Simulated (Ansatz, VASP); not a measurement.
One calculation of P, two programs

INCAR

```
SYSTEM = P
ALGO     = Normal         ! electronic algorithm
EDIFF    = 1E-6           ! SCF threshold, eV
ENCUT    = 520            ! plane-wave cutoff, eV
GGA      = PE             ! functional
ISIF     = 2              ! what is computed and relaxed
ISMEAR   = 0              ! smearing method
LASPH    = .True.         ! aspherical terms in the spheres
LCHARG   = .True.         ! write CHGCAR
LELF     = .True.         ! ELF
LREAL    = .False.        ! projectors in reciprocal space
LVHAR    = .True.       
LWAVE    = .False.        ! write WAVECAR
NBANDS   = 18             ! bands
NELM     = 80             ! most SCF steps
PREC     = Accurate       ! precision mode
SIGMA    = 0.1            ! smearing width, eV
```

The input KPOINTS:

```
k-points
0
Gamma
  6 6 4
  0 0 0
```

File POSCAR:

```
P
1.0
    4.2791653088      0.0000000000      0.0000000000
   -2.1395826544      3.7058658645      0.0000000000
    0.0000000000      0.0000000000      7.0606227596
P
4
Direct
    0.3333333333      0.6666666667      0.4375000000
    0.6666666667      0.3333333333      0.9375000000
    0.6666666667      0.3333333333      0.5625000000
    0.3333333333      0.6666666667      0.0625000000
```

Input for Ansatz:

```yaml
crystal:
  lattice:
    - [4.2791653088, 0.0, 0.0]
    - [-2.1395826544, 3.7058658645, 0.0]
    - [0.0, 0.0, 7.0606227596]
  atoms:
    - { symbol: P, position: [0.3333333333, 0.6666666667, 0.4375] }
    - { symbol: P, position: [0.6666666667, 0.3333333333, 0.9375] }
    - { symbol: P, position: [0.6666666667, 0.3333333333, 0.5625] }
    - { symbol: P, position: [0.3333333333, 0.6666666667, 0.0625] }
basis:
  ecutwfc: 420
kpoints:
  mp_grid: { grid: [6, 6, 4] }
hamiltonian:
  xc: pbe
scf:
  occupations: { method: gaussian, width: 0.1 }
  lower_state_search: "off"
output:
  forces: true
  stress: true
  eigenvalues: true
```

Alike in both runs: task single point; functional PBE; k mesh 6 × 6 × 4; occupations gaussian, width 0.1 eV; no spin polarisation.

```csv
,VASP,Ansatz
version,VASP 6.6.1,Ansatz 0.2.0
potentials or method,"VASP PAW PBE potentials, release 64 (P), cutoff 520 eV","scalar-relativistic, plane waves, PAW"
valence electrons in the cell,20,20
```

```csv
,VASP,Ansatz,Ansatz less VASP
gap on the k mesh at the Fermi level (eV),none,none,-
pressure (GPa),-8.7,-8.7,+0.04
"traceless stress, the component that is largest in VASP (GPa)",-1.62,-1.62,0.000
rms of the force components (eV/Å),0.092,0.092,-0.0001
```

Atom by atom the forces differ by 0.000 eV/Å (rms over components). A gap of «none» marks a metal or a gap that the smearing closes.
